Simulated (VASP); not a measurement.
# C (Fd-3m) in VASP: a series of runs

The runs below take C through phonons, elastic constants, with PBE+D3(BJ).

All numbers are computed with VASP 6.6.1; they aren't measurements. Logs are shortened: lines on timing, memory, paths and dates and some standing lists are left out, and cuts for length are marked.

### 1 The cell of the first run

Symmetry: Fd-3m, No. 227, cubic system. The conventional cell has a = 3.557 Å, b = 3.557 Å, c = 3.557 Å, α = 90.00°, β = 90.00°, γ = 90.00°. Within 2.1 Å of C (site symmetry -43m) lie 4 C at 1.54 Å.

### 2 Phonons, PBE+D3(BJ)

INCAR reads:

```
SYSTEM = C
ALGO = Normal ; EDIFF = 1E-8
ENCUT = 600 ; GGA = PE
GGA_COMPAT = .FALSE. ; IBRION = 6
ISIF = 2 ; ISMEAR = 0
IVDW = 12 ; LASPH = .TRUE.
LCHARG = .FALSE. ; LREAL = .FALSE.
LWAVE = .FALSE. ; NBANDS = 11
NELM = 120 ; NFREE = 2
NSW = 1 ; POTIM = 0.015
PREC = Accurate ; SIGMA = 0.01
```

KPOINTS reads:

```
k-points
0
G
  12 12 12
  0 0 0
```

POSCAR reads:

```
C
1.0
    0.0000000000      1.7784442573      1.7784442573
    1.7784442573      0.0000000000      1.7784442573
    1.7784442573      1.7784442573      0.0000000000
C
2
Direct
    0.0000000000      0.0000000000      0.0000000000
    0.2500000000      0.2500000000      0.2500000000
```

Potentials or basis: VASP PAW PBE potentials, release 64 (C).

Run with:

```bash
> cat potpaw_PBE.64/C/POTCAR > POTCAR
> mpirun -np 1 vasp_std > vasp.out
```

OUTCAR:

```text
SYSTEM = C
   EDIFF = 1E-8
   ENCUT = 600
   GGA = PE
   IBRION = 6
   ISIF = 2
   ISMEAR = 0
   IVDW = 12
   LASPH = .TRUE.
   LREAL = .FALSE.
   NELM = 120
   NFREE = 2
   NSW = 1
   POTIM = 0.015
   PREC = Accurate
 IVDW          = 12

 ion  position               nearest neighbor table
   1  0.000  0.000  0.000-   2 1.54   2 1.54   2 1.54   2 1.54
   2  0.250  0.250  0.250-   1 1.54   1 1.54   1 1.54   1 1.54

  LATTYP: Found a face centered cubic cell.
 ALAT       =     3.5568885146

  Lattice vectors:

 A1 = (   0.0000000000,   1.7784442573,   1.7784442573)
 A2 = (   1.7784442573,   0.0000000000,   1.7784442573)
 A3 = (   1.7784442573,   1.7784442573,   0.0000000000)

Analysis of symmetry for initial positions (statically):
=====================================================================
 Subroutine PRICEL returns:
 Original cell was already a primitive cell.

 Routine SETGRP: Setting up the symmetry group for a
 face centered cubic supercell.

 Subroutine GETGRP returns: Found 48 space group operations
 (whereof 24 operations were pure point group operations)
 out of a pool of 48 trial point group operations.

The static configuration has the point symmetry T_d .
 The point group associated with its full space group is O_h .

Analysis of symmetry for dynamics (positions and initial velocities):
=====================================================================
 Subroutine PRICEL returns:
 Original cell was already a primitive cell.

 Routine SETGRP: Setting up the symmetry group for a
 face centered cubic supercell.

 Subroutine GETGRP returns: Found 48 space group operations
 (whereof 24 operations were pure point group operations)
 out of a pool of 48 trial point group operations.

The dynamic configuration has the point symmetry T_d .
 The point group associated with its full space group is O_h .

 Subroutine INISYM returns: Found 48 space group operations
 (whereof 24 operations are pure point group operations),
 and found     1 'primitive' translations

----------------------------------------------------------------------------------------

                                     Primitive cell

  volume of cell :      11.2500

  direct lattice vectors                    reciprocal lattice vectors
     0.000000000  1.778444257  1.778444257    -0.281144600  0.281144600  0.281144600
     1.778444257  0.000000000  1.778444257     0.281144600 -0.281144600  0.281144600
     1.778444257  1.778444257  0.000000000     0.281144600  0.281144600 -0.281144600

  length of vectors
     2.515099989  2.515099989  2.515099989     0.486956732  0.486956732  0.486956732

  position of ions in fractional coordinates (direct lattice)
     0.000000000  0.000000000  0.000000000
     0.250000000  0.250000000  0.250000000

  ion indices of the primitive-cell ions
   primitive index   ion index
                 1           1
                 2           2

----------------------------------------------------------------------------------------

 KPOINTS: k-points

Automatic generation of k-mesh.
 Grid dimensions read from file:
 generate k-points for:   12   12   12

 Generating k-lattice:

  Cartesian coordinates                     Fractional coordinates (reciprocal lattice)
    -0.023428717  0.023428717  0.023428717     0.083333333  0.000000000  0.000000000
     0.023428717 -0.023428717  0.023428717     0.000000000  0.083333333  0.000000000
     0.023428717  0.023428717 -0.023428717     0.000000000  0.000000000  0.083333333

  Length of vectors
     0.040579728  0.040579728  0.040579728

  Shift w.r.t. Gamma in fractional coordinates (k-lattice)
     0.000000000  0.000000000  0.000000000

 Subroutine IBZKPT returns following result:
 ===========================================

 Found     72 irreducible k-points:

 Following reciprocal coordinates:
            Coordinates               Weight
  0.000000  0.000000  0.000000      1.000000
  0.083333  0.000000  0.000000      8.000000
  0.166667  0.000000  0.000000      8.000000
  0.250000  0.000000  0.000000      8.000000
  0.333333  0.000000  0.000000      8.000000
  0.416667  0.000000  0.000000      8.000000
[... 16 lines left out ...]
  0.500000  0.166667  0.000000     24.000000
 -0.416667  0.166667  0.000000     24.000000
 [... further k-points ...]
   k-points           NKPTS =     72   k-points in BZ     NKDIM =     72   number of bands    NBANDS=     11
   number of dos      NEDOS =    301   number of ions     NIONS =      2
   total plane-waves  NPLWV =   8000
   dimension x,y,z NGX =    20 NGY =   20 NGZ =   20
   dimension x,y,z NGXF=    40 NGYF=   40 NGZF=   40
   ions per type =               2
   NGX,Y,Z   is equivalent  to a cutoff of  13.22, 13.22, 13.22 a.u.
   NGXF,Y,Z  is equivalent  to a cutoff of  26.44, 26.44, 26.44 a.u.
 SYSTEM =  C
   PREC   = accura    normal or accurate (medium, high low for compatibility)
   ISTART =      0    job   : 0-new  1-cont  2-samecut
   ICHARG =      2    charge: 1-file 2-atom 10-const
   ISPIN  =      1    spin polarized calculation?
   LNONCOLLINEAR =      F non collinear calculations
   LSORBIT =      F    spin-orbit coupling
   LASPH  =      T    aspherical Exc in radial PAW
   ENCUT  =  600.0 eV  44.10 Ry    6.64 a.u.   5.02  5.02  5.02*2*pi/ulx,y,z
   NELM   =    120;   NELMIN=  2; NELMDL= -5     # of ELM steps
   EDIFF  = 0.1E-07   stopping-criterion for ELM
   LREAL  =      F    real-space projection
   EDIFFG = 0.1E-06   stopping-criterion for IOM
   NSW    =     61    number of steps for IOM
   IBRION =      6    ionic relax: 0-MD 1-quasi-New 2-CG
   NFREE  =      2    steps in history (QN), initial steepest desc. (CG)
   ISIF   =      2    stress and relaxation
   ISYM   =      2    0-nonsym 1-usesym 2-fastsym
   POTIM  = 0.0150    time-step for ionic-motion
   TEBEG  =    0.0;   TEEND  =   0.0 temperature during run
   PSTRESS=    0.0 pullay stress
   NELECT =       8.0000    total number of electrons
   NUPDOWN=      -1.0000    fix difference up-down
   EMIN   =  10.00;   EMAX   =-10.00  energy-range for DOS
   EFERMI =   0.00;   METHOD = LEGACY
   ISMEAR =     0;   SIGMA  =   0.01  broadening in eV -4-tet -1-fermi 0-gaus
   EFERMI_NEDOS =   21; number of points for ismear=-14 and -15
   IALGO  =     38    algorithm
   IMIX   =      4    mixing-type and parameters
     AMIX     =   0.40;   BMIX     =  1.00
     AMIX_MAG =   1.60;   BMIX_MAG =  1.00
  volume/ion in A,a.u.               =       5.62        37.96
  Fermi-wavevector in a.u.,A,eV,Ry     =   1.461239  2.761341 29.051421  2.135219
  Thomas-Fermi vector in A             =   2.577594
   LORBIT       =      0    0 simple, 1 ext, 2 COOP (PROOUT), +10 PAW based schemes
   GGA     = PE    functional components
   LHFCALC =     F    Hartree Fock is set to
   AEXX    =    0.0000 exact exchange contribution
   IVDW    =    12    specifies the selected vdW correction
   LEPSILON=     F    determine dielectric tensor
   LRPA    =     F    only Hartree local field effects (RPA)
 finite differences with symmetry
 non-spin polarized calculation
 Gauss-broadening in eV      SIGMA  =   0.01
  energy-cutoff  :      600.00
  volume of cell :       11.25
 maximum number of plane-waves:       388
   NGX =  9   NGY =  9   NGZ =  9

--------------------------------------- Ionic step        1  -------------------------------------------

 number of electron       7.9999999 magnetization

 Free energy of the ion-electron system (eV)
  ---------------------------------------------------
  ext. energy  EPLUGINS =         0.00000000
  ---------------------------------------------------
  free energy    TOTEN  =       -18.18754259 eV

  energy without entropy =      -18.18754259  energy(sigma->0) =      -18.18754259

 E-fermi :   9.9390     XC(G=0): -13.2924

 val. band max:        9.8489149692   @ k =   0.0000   0.0000   0.0000
 cond. band min:      14.0213220868   @ k =   0.3333   0.3333   0.0000
 fundamental gap:      4.1724071176
 Fermi energy:         9.9389720244

 k-point     1 :       0.0000    0.0000    0.0000
  band No.  band energies     occupation
      1     -11.7394      2.00000
      2       9.8489      2.00000
      3       9.8489      2.00000
      4       9.8489      2.00000
      5      15.4620      0.00000
      6      15.4620      0.00000
      7      15.4620      0.00000
      8      23.3709      0.00000
      9      29.2506      0.00000
     10      36.4763      0.00000
     11      36.4763      0.00000
[... 399 lines left out ...]
  energy  without entropy=      -18.5690591469  energy(sigma->0) =      -18.56905915

--------------------------------------- Ionic step        3  -------------------------------------------

 number of electron       7.9999999 magnetization

 Free energy of the ion-electron system (eV)
  ---------------------------------------------------
  ext. energy  EPLUGINS =         0.00000000
  ---------------------------------------------------
  free energy    TOTEN  =       -18.18328265 eV

  energy without entropy =      -18.18328265  energy(sigma->0) =      -18.18328265

 E-fermi :  10.1286     XC(G=0): -13.2924

 val. band max:       10.0807775324   @ k =   0.0000   0.0000   0.0000
 cond. band min:      14.0166172311   @ k =   0.3333   0.3333   0.0000
 fundamental gap:      3.9358396987
 Fermi energy:        10.1285662250

 k-point     1 :       0.0000    0.0000    0.0000
  band No.  band energies     occupation
      1     -11.7399      2.00000
      2       9.6169      2.00000
      3       9.8520      2.00000
      4      10.0808      2.00000
      5      15.2583      0.00000
      6      15.4578      0.00000
      7      15.6683      0.00000
      8      23.3699      0.00000
      9      29.2486      0.00000
     10      36.4758      0.00000
     11      36.4771      0.00000
[... 355 lines left out ...]
  FREE ENERGIE OF THE ION-ELECTRON SYSTEM (eV)
  ---------------------------------------------------
  free  energy   TOTEN  =       -18.5690591575 eV

  energy  without entropy=      -18.5690591575  energy(sigma->0) =      -18.56905916

 INTERNAL STRAIN TENSORS FROM DISPLACED ATOMS
 ============================================

 INTERNAL STRAIN TENSOR FOR ION    1 for displacements in x,y,z  (eV/Angst):
          X           Y           Z          XY          YZ          ZX
  --------------------------------------------------------------------------------
  x     0.00000     0.00000     0.00000     0.00000     3.56255     0.00000
  y    -0.00000     0.00000    -0.00000     0.00000     0.00000     3.56255
  z     0.00000     0.00000     0.00000     3.56255     0.00000     0.00000

 INTERNAL STRAIN TENSOR FOR ION    2 for displacements in x,y,z  (eV/Angst):
          X           Y           Z          XY          YZ          ZX
  --------------------------------------------------------------------------------
  x     0.00000    -0.00000    -0.00000     0.00000    -3.56255     0.00000
  y     0.00000     0.00000     0.00000     0.00000     0.00000    -3.56255
  z    -0.00000    -0.00000     0.00000    -3.56255     0.00000     0.00000

 Eigenvectors and eigenvalues of the dynamical matrix
 ----------------------------------------------------

   1 f  =   39.252031 THz   246.627781 2PiTHz 1309.306804 cm-1   162.333281 meV
             X         Y         Z           dx          dy          dz
      0.000000  0.000000  0.000000     0.000000   -0.707107    0.000000
      0.889222  0.889222  0.889222     0.000000    0.707107    0.000000

   2 f  =   39.252031 THz   246.627781 2PiTHz 1309.306804 cm-1   162.333281 meV
             X         Y         Z           dx          dy          dz
      0.000000  0.000000  0.000000    -0.707107    0.000000    0.000000
      0.889222  0.889222  0.889222     0.707107    0.000000    0.000000
[... 11 lines left out ...]
   5 f  =    0.000000 THz     0.000000 2PiTHz    0.000000 cm-1     0.000000 meV
             X         Y         Z           dx          dy          dz
      0.000000  0.000000  0.000000     0.000000    0.707107    0.000000
      0.889222  0.889222  0.889222     0.000000    0.707107    0.000000

   6 f  =    0.000000 THz     0.000000 2PiTHz    0.000000 cm-1     0.000000 meV
             X         Y         Z           dx          dy          dz
      0.000000  0.000000  0.000000     0.000000    0.000000    0.707107
      0.889222  0.889222  0.889222     0.000000    0.000000    0.707107

 ELASTIC MODULI CONTR FROM IONIC RELAXATION (kBar)
 Direction    XX          YY          ZZ          XY          YZ          ZX
 --------------------------------------------------------------------------------
 XX          -0.0000     -0.0000     -0.0000     -0.0000      0.0000      0.0000
 YY          -0.0000     -0.0000     -0.0000     -0.0000     -0.0000      0.0000
 ZZ          -0.0000     -0.0000     -0.0000      0.0000     -0.0000      0.0000
 XY          -0.0000     -0.0000      0.0000    -47.7429      0.0000      0.0000
 YZ           0.0000     -0.0000     -0.0000      0.0000    -47.7429      0.0000
 ZX           0.0000      0.0000      0.0000      0.0000      0.0000    -47.7429
 --------------------------------------------------------------------------------
```

It took 64 s on 1 thread of AMD EPYC 7R43 (Zen 3), shared host; peak memory 0.14 GiB.

Results:

```
Highest phonon frequency at Γ : 1309 cm⁻¹
Dispersion energy per atom    : -0.193 eV
```

Phonon frequencies in cm⁻¹ (negative: imaginary):
| q point | frequencies |
| --- | --- |
| (0.000, 0.000, 0.000) | 0 0 0 1309 1309 1309 |

### 3 Elastic constants, PBE+D3(BJ)

INCAR reads:

```
ALGO = Normal ; EDIFF = 1E-8
ENCUT = 600 ; GGA = PE
GGA_COMPAT = F ; IBRION = 6
ISIF = 3 ; ISMEAR = 0
IVDW = 12 ; LASPH = T
LCHARG = F ; LREAL = F
LWAVE = F ; NBANDS = 11
NELM = 120 ; NFREE = 2
NSW = 1 ; POTIM = 0.015
PREC = Accurate ; SIGMA = 0.01
```

KPOINTS reads:

```
k-points
0
Gamma
  12 12 12
```

POSCAR is that of step 2.

Potentials or basis: VASP PAW PBE potentials, release 64 (C).

Run with:

```bash
> cat potpaw_PBE.64/C/POTCAR > POTCAR
> mpirun -np 1 vasp_std > vasp.out
```

It took 6.8 min on 1 thread of AMD EPYC 7R43 (Zen 3), shared host; peak memory 0.2 GiB.

The run converged. Its results:

* Elastic constants C11, C12, C44: 1067, 129, 575 GPa
* Voigt bulk modulus: 441 GPa
* Highest phonon frequency at Γ: 1309 cm⁻¹
* Dispersion energy per atom: -0.193 eV

Phonon frequencies in cm⁻¹ (negative: imaginary):
```csv
q point,frequencies
"(0.000, 0.000, 0.000)",0 0 0 1309 1309 1309
```

Elastic tensor in Voigt notation (GPa, in the Cartesian axes of the cell as first typed):
```
1067  129  129    0    0    0
 129 1067  129    0    0    0
 129  129 1067    0    0    0
   0    0    0  575    0    0
   0    0    0    0  575    0
   0    0    0    0    0  575
```

Clamped-ion elastic tensor (GPa):
```
1067  129  129    0    0    0
 129 1067  129    0    0    0
 129  129 1067    0    0    0
   0    0    0  580    0    0
   0    0    0    0  580    0
   0    0    0    0    0  580
```
